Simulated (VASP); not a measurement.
# SrCl2 (Fm-3m) in VASP: further runs

Aim: see how the results for SrCl2 move with the level of theory and the settings. Levels: PBE-based global hybrid with 75 % exact exchange, HSE06. Tasks: single point.

All numbers are computed with VASP 6.6.1; they aren't measurements. Logs are shortened: lines on timing, memory, paths and dates and some standing lists are left out, and cuts for length are marked.

## Step 1: The cell of the first run

Symmetry: Fm-3m, No. 225, cubic system. Conventional cell: a = 6.995 Å, b = 6.995 Å, c = 6.995 Å, α = 90.00°, β = 90.00°, γ = 90.00°. Sr (site symmetry m-3m) has 8 Cl at 3.03 Å within 4.0 Å. Cl (site symmetry -43m) has 4 Sr at 3.03 Å and 6 Cl at 3.50 Å within 4.0 Å.

## Step 2: Single point, PBE-based global hybrid with 75 % exact exchange

POSCAR

```
SrCl2
1.0
    0.0000000000      3.4976509443      3.4976509443
    3.4976509443      0.0000000000      3.4976509443
    3.4976509443      3.4976509443      0.0000000000
Sr Cl
1 2
Direct
    0.0000000000      0.0000000000      0.0000000000
    0.2500000000      0.2500000000      0.2500000000
    0.7500000000      0.7500000000      0.7500000000
```

INCAR.step1

```
  ALGO = Normal
  EDIFF = 1E-5
  ENCUT = 520
  GGA = PE
  ISIF = 2
  ISMEAR = 0
  LASPH = T
  LREAL = F
  LWAVE = T
  NBANDS = 19
  NELM = 60
  PREC = Accurate
  SIGMA = 0.01
```

INCAR.step2

```
  AEXX = 0.75
  ALGO = Normal
  EDIFF = 1E-7
  ENCUT = 520
  GGA = PE
  ISIF = 2
  ISMEAR = 0
  ISTART = 1
  LASPH = T
  LCHARG = T
  LELF = T
  LHFCALC = T
  LREAL = F
  LVHAR = T
  LWAVE = F
  NBANDS = 19
  NELM = 60
  PREC = Accurate
  PRECFOCK = Normal
  SIGMA = 0.01
```

KPOINTS

```
k-points
0
Gamma
  4 4 4
```

Potentials or basis: VASP PAW PBE potentials, release 64 (Sr_sv, Cl).

Launch:

```sh
$ cat potpaw_PBE.64/Sr_sv/POTCAR potpaw_PBE.64/Cl/POTCAR > POTCAR
$ cp INCAR.step1 INCAR
$ mpirun -np 1 vasp_std > vasp.out
$ cp INCAR.step2 INCAR
$ mpirun -np 1 vasp_std > vasp.out
```

OUTCAR:

```text
AEXX = 0.75
   EDIFF = 1E-7
   ENCUT = 520
   GGA = PE
   ISIF = 2
   ISMEAR = 0
   ISTART = 1
   LASPH = T
   LHFCALC = T
   LREAL = F
   NELM = 60
   PREC = Accurate
   PRECFOCK = Normal

 ion  position               nearest neighbor table
   1  0.000  0.000  0.000-   3 3.03   3 3.03   3 3.03   2 3.03   3 3.03   2 3.03   2 3.03   2 3.03

   2  0.250  0.250  0.250-   1 3.03   1 3.03   1 3.03   1 3.03
   3  0.750  0.750  0.750-   1 3.03   1 3.03   1 3.03   1 3.03

  LATTYP: Found a face centered cubic cell.
 ALAT       =     6.9953018886

  Lattice vectors:

 A1 = (   0.0000000000,   3.4976509443,   3.4976509443)
 A2 = (   3.4976509443,   0.0000000000,   3.4976509443)
 A3 = (   3.4976509443,   3.4976509443,   0.0000000000)

Analysis of symmetry for initial positions (statically):
=====================================================================
 Subroutine PRICEL returns:
 Original cell was already a primitive cell.

 Routine SETGRP: Setting up the symmetry group for a
 face centered cubic supercell.

 Subroutine GETGRP returns: Found 48 space group operations
 (whereof 48 operations were pure point group operations)
 out of a pool of 48 trial point group operations.

The static configuration has the point symmetry O_h .

Analysis of symmetry for dynamics (positions and initial velocities):
=====================================================================
 Subroutine PRICEL returns:
 Original cell was already a primitive cell.

 Routine SETGRP: Setting up the symmetry group for a
 face centered cubic supercell.

 Subroutine GETGRP returns: Found 48 space group operations
 (whereof 48 operations were pure point group operations)
 out of a pool of 48 trial point group operations.

The dynamic configuration has the point symmetry O_h .

 Subroutine INISYM returns: Found 48 space group operations
 (whereof 48 operations are pure point group operations),
 and found     1 'primitive' translations

----------------------------------------------------------------------------------------

                                     Primitive cell

  volume of cell :      85.5775

  direct lattice vectors                    reciprocal lattice vectors
     0.000000000  3.497650944  3.497650944    -0.142953087  0.142953087  0.142953087
     3.497650944  0.000000000  3.497650944     0.142953087 -0.142953087  0.142953087
     3.497650944  3.497650944  0.000000000     0.142953087  0.142953087 -0.142953087

  length of vectors
     4.946425402  4.946425402  4.946425402     0.247602010  0.247602010  0.247602010

  position of ions in fractional coordinates (direct lattice)
     0.000000000  0.000000000  0.000000000
     0.250000000  0.250000000  0.250000000
     0.750000000  0.750000000  0.750000000

  ion indices of the primitive-cell ions
   primitive index   ion index
                 1           1
                 2           2
                 3           3

----------------------------------------------------------------------------------------

 KPOINTS: k-points

Automatic generation of k-mesh.
 Grid dimensions read from file:
 generate k-points for:    4    4    4

 Generating k-lattice:

  Cartesian coordinates                     Fractional coordinates (reciprocal lattice)
    -0.035738272  0.035738272  0.035738272     0.250000000  0.000000000  0.000000000
     0.035738272 -0.035738272  0.035738272     0.000000000  0.250000000  0.000000000
     0.035738272  0.035738272 -0.035738272     0.000000000  0.000000000  0.250000000

  Length of vectors
     0.061900502  0.061900502  0.061900502

  Shift w.r.t. Gamma in fractional coordinates (k-lattice)
     0.000000000  0.000000000  0.000000000

 Subroutine IBZKPT returns following result:
 ===========================================

 Found      8 irreducible k-points:

 Following reciprocal coordinates:
            Coordinates               Weight
  0.000000  0.000000  0.000000      1.000000
  0.250000  0.000000  0.000000      8.000000
  0.500000  0.000000  0.000000      4.000000
  0.250000  0.250000  0.000000      6.000000
  0.500000  0.250000  0.000000     24.000000
 -0.250000  0.250000  0.000000     12.000000
  0.500000  0.500000  0.000000      3.000000
 -0.250000  0.500000  0.250000      6.000000
   k-points           NKPTS =      8   k-points in BZ     NKDIM =     64   number of bands    NBANDS=     19
   number of dos      NEDOS =    301   number of ions     NIONS =      3
   total plane-waves  NPLWV =  64000
   dimension x,y,z NGX =    40 NGY =   40 NGZ =   40
   dimension x,y,z NGXF=    80 NGYF=   80 NGZF=   80
   ions per type =               1   2
   NGX,Y,Z   is equivalent  to a cutoff of  13.44, 13.44, 13.44 a.u.
   NGXF,Y,Z  is equivalent  to a cutoff of  26.89, 26.89, 26.89 a.u.
 SYSTEM =  unknown system
   PREC   = accura    normal or accurate (medium, high low for compatibility)
   ISTART =      1    job   : 0-new  1-cont  2-samecut
   ICHARG =      0    charge: 1-file 2-atom 10-const
   ISPIN  =      1    spin polarized calculation?
   LNONCOLLINEAR =      F non collinear calculations
   LSORBIT =      F    spin-orbit coupling
   LASPH  =      T    aspherical Exc in radial PAW
   ENCUT  =  520.0 eV  38.22 Ry    6.18 a.u.   9.20  9.20  9.20*2*pi/ulx,y,z
   NELM   =     60;   NELMIN=  2; NELMDL=  0     # of ELM steps
   EDIFF  = 0.1E-06   stopping-criterion for ELM
   LREAL  =      F    real-space projection
   EDIFFG = 0.1E-05   stopping-criterion for IOM
   NSW    =      0    number of steps for IOM
   IBRION =     -1    ionic relax: 0-MD 1-quasi-New 2-CG
   NFREE  =      0    steps in history (QN), initial steepest desc. (CG)
   ISIF   =      2    stress and relaxation
   ISYM   =      3    0-nonsym 1-usesym 2-fastsym
   POTIM  = 0.5000    time-step for ionic-motion
   TEBEG  =    0.0;   TEEND  =   0.0 temperature during run
   PSTRESS=    0.0 pullay stress
   NELECT =      24.0000    total number of electrons
   NUPDOWN=      -1.0000    fix difference up-down
   EMIN   =  10.00;   EMAX   =-10.00  energy-range for DOS
   EFERMI =   0.00;   METHOD = LEGACY
   ISMEAR =     0;   SIGMA  =   0.01  broadening in eV -4-tet -1-fermi 0-gaus
   EFERMI_NEDOS =   21; number of points for ismear=-14 and -15
   IALGO  =     38    algorithm
   IMIX   =      1    mixing-type and parameters
     AMIX     =   0.40;   BMIX     =  1.00
     AMIX_MAG =   1.60;   BMIX_MAG =  1.00
  volume/ion in A,a.u.               =      28.53       192.50
  Fermi-wavevector in a.u.,A,eV,Ry     =   1.071582  2.024997 15.623409  1.148288
  Thomas-Fermi vector in A             =   2.207327
   LORBIT       =      0    0 simple, 1 ext, 2 COOP (PROOUT), +10 PAW based schemes
   GGA     = PE    functional components
   LHFCALC =     T    Hartree Fock is set to
   PRECFOCK=normal    Normal, Fast or Accurate (Low or Medium for compatibility)
   ENCUT4O =  -1.0   cutoff for four orbital integrals eV
   NKREDX  =     1    reduce k-point grid by
   NKREDY  =     1    reduce k-point grid by
   NKREDZ  =     1    reduce k-point grid by
   AEXX    =    0.7500 exact exchange contribution
   HFSCREEN=    0.0000 screening length (either q_TF or 0.3 A-1)
   HFSCREENC=   0.0000 screening length for correlation (either q_TF or 0.3 A-1)
   ENCUTFOCK=  -1.0 apply spherical cutoff to Coloumb kernel
   IVDW    =     0    specifies the selected vdW correction
   LEPSILON=     F    determine dielectric tensor
   LRPA    =     F    only Hartree local field effects (RPA)
 non-spin polarized calculation
 Gauss-broadening in eV      SIGMA  =   0.01
  energy-cutoff  :      520.00
  volume of cell :       85.58
 maximum number of plane-waves:      2332
 NGX is ok and might be reduce to    40
  NGX = 28; NGY = 28; NGZ = 28

 number of electron      24.0000002 magnetization

 Free energy of the ion-electron system (eV)
  ---------------------------------------------------
  ext. energy  EPLUGINS =         0.00000000
  ---------------------------------------------------
  free energy    TOTEN  =       -21.24318030 eV

  energy without entropy =      -21.24318030  energy(sigma->0) =      -21.24318030

 E-fermi :  -3.9096     XC(G=0):  -3.0081

 val. band max:       -3.9737509799   @ k =   0.5000   0.5000   0.0000
 cond. band min:       7.5121055565   @ k =   0.0000   0.0000   0.0000
 fundamental gap:     11.4858565364
 Fermi energy:        -3.9096090346

 k-point     1 :       0.0000    0.0000    0.0000
  band No.  band energies     occupation
      1     -42.9953      2.00000
      2     -21.1464      2.00000
      3     -21.1464      2.00000
      4     -21.1464      2.00000
      5     -21.0283      2.00000
      6     -19.9776      2.00000
[... 11 lines left out ...]
     18      11.4393      0.00000
     19      12.9226      0.00000

 k-point     2 :       0.2500    0.0000    0.0000
  band No.  band energies     occupation
      1     -42.9930      2.00000
      2     -21.7046      2.00000
      3     -21.1582      2.00000
      4     -21.1582      2.00000
      5     -20.4420      2.00000
      6     -19.9928      2.00000
[... 11 lines left out ...]
     18      11.6908      0.00000
     19      12.7753      0.00000

 k-point     3 :       0.5000    0.0000    0.0000
  band No.  band energies     occupation
      1     -42.9907      2.00000
      2     -21.8968      2.00000
      3     -21.1700      2.00000
      4     -21.1700      2.00000
      5     -20.5352      2.00000
      6     -19.6784      2.00000
[... 11 lines left out ...]
     18      11.9661      0.00000
     19      11.9661      0.00000

 k-point     4 :       0.2500    0.2500    0.0000
  band No.  band energies     occupation
      1     -42.9922      2.00000
      2     -21.8043      2.00000
      3     -21.1740      2.00000
      4     -21.1740      2.00000
      5     -20.1710      2.00000
      6     -20.1292      2.00000
[... 11 lines left out ...]
     18      11.8119      0.00000
     19      11.9046      0.00000

 k-point     5 :       0.5000    0.2500    0.0000
  band No.  band energies     occupation
      1     -42.9899      2.00000
      2     -21.8775      2.00000
      3     -21.4318      2.00000
      4     -21.1857      2.00000
      5     -20.1488      2.00000
      6     -19.7922      2.00000
[... 11 lines left out ...]
     18      11.8712      0.00000
     19      12.6863      0.00000

 k-point     6 :      -0.2500    0.2500    0.0000
  band No.  band energies     occupation
      1     -42.9907      2.00000
      2     -21.7736      2.00000
      3     -21.4834      2.00000
      4     -21.1700      2.00000
      5     -20.0217      2.00000
      6     -19.9966      2.00000
[... 11 lines left out ...]
     18      11.8946      0.00000
     19      12.9019      0.00000

 k-point     7 :       0.5000    0.5000    0.0000
  band No.  band energies     occupation
      1     -42.9891      2.00000
      2     -22.0517      2.00000
      3     -21.2013      2.00000
      4     -21.2013      2.00000
      5     -20.3517      2.00000
      6     -19.6168      2.00000
[... 11 lines left out ...]
     18      11.2460      0.00000
     19      12.9209      0.00000

 k-point     8 :      -0.2500    0.5000    0.2500
  band No.  band energies     occupation
      1     -42.9891      2.00000
      2     -21.7231      2.00000
      3     -21.7231      2.00000
      4     -21.2018      2.00000
      5     -19.8875      2.00000
      6     -19.8875      2.00000
[... 11 lines left out ...]
     18      12.5922      0.00000
     19      13.5210      0.00000

------------------------ aborting loop because EDIFF is reached ----------------------------------------

  FORCE on cell =-STRESS in cart. coord.  units (eV):
  Direction    XX          YY          ZZ          XY          YZ          ZX
  --------------------------------------------------------------------------------------
  -------------------------------------------------------------------------------------
  Total       -0.5962449     -0.5962449     -0.5962449      0.0000000     -0.0000000      0.0000000
  in kB      -11.1628703    -11.1628703    -11.1628703      0.0000000     -0.0000000      0.0000000
  external PRESSURE =     -11.1628703 kB  Pullay stress =       0.0000000 kB

 VOLUME and BASIS-vectors are now :
 -----------------------------------------------------------------------------
  energy-cutoff  :      520.00
  volume of cell :       85.58
      direct lattice vectors                 reciprocal lattice vectors
     0.000000000  3.497650944  3.497650944    -0.142953087  0.142953087  0.142953087
     3.497650944  0.000000000  3.497650944     0.142953087 -0.142953087  0.142953087
     3.497650944  3.497650944  0.000000000     0.142953087  0.142953087 -0.142953087

 POSITION                                       TOTAL-FORCE (eV/Angst)
 -----------------------------------------------------------------------------------
      0.00000      0.00000      0.00000         0.000000      0.000000      0.000000
      1.74883      1.74883      1.74883        -0.000000     -0.000000      0.000000
      5.24648      5.24648      5.24648         0.000000      0.000000     -0.000000
 -----------------------------------------------------------------------------------
    total drift:                                0.000000      0.000000     -0.000000

  FREE ENERGIE OF THE ION-ELECTRON SYSTEM (eV)
  ---------------------------------------------------
  free  energy   TOTEN  =       -21.2431803006 eV

  energy  without entropy=      -21.2431803006  energy(sigma->0) =      -21.24318030
```

It took 40 min on 1 thread of AMD EPYC 7R43 (Zen 3), shared host; peak memory 0.2 GiB.

What came out:

| Quantity | Value |
| --- | --- |
| Free energy | -21.2432 eV |
| Pressure | -1.1 GPa |
| Band gap on the k mesh | 11.49 eV (least direct gap 11.79 eV) |

Levels at points of the mesh, in eV from the valence-band top:
| k point | band 9 | band 10 | band 11 | band 12 | band 13 | band 14 | band 15 | band 16 |
| --- | --- | --- | --- | --- | --- | --- | --- | --- |
| (0.00, 0.00, 0.00) | -2.58 | -0.42 | -0.42 | -0.42 | 11.49 | 12.76 | 12.76 | 15.41 |
| (0.50, 0.00, 0.00) | -1.78 | -1.58 | -1.31 | -1.31 | 13.55 | 13.55 | 13.92 | 14.65 |
| (0.50, 0.50, 0.00) | -2.35 | -0.45 | -0.45 | 0.00 | 11.79 | 13.98 | 14.80 | 15.12 |

Caveat: the PAW data sets were made with another functional, which shifts forces and pressure a little.

(Continued in part 2 of 2.)
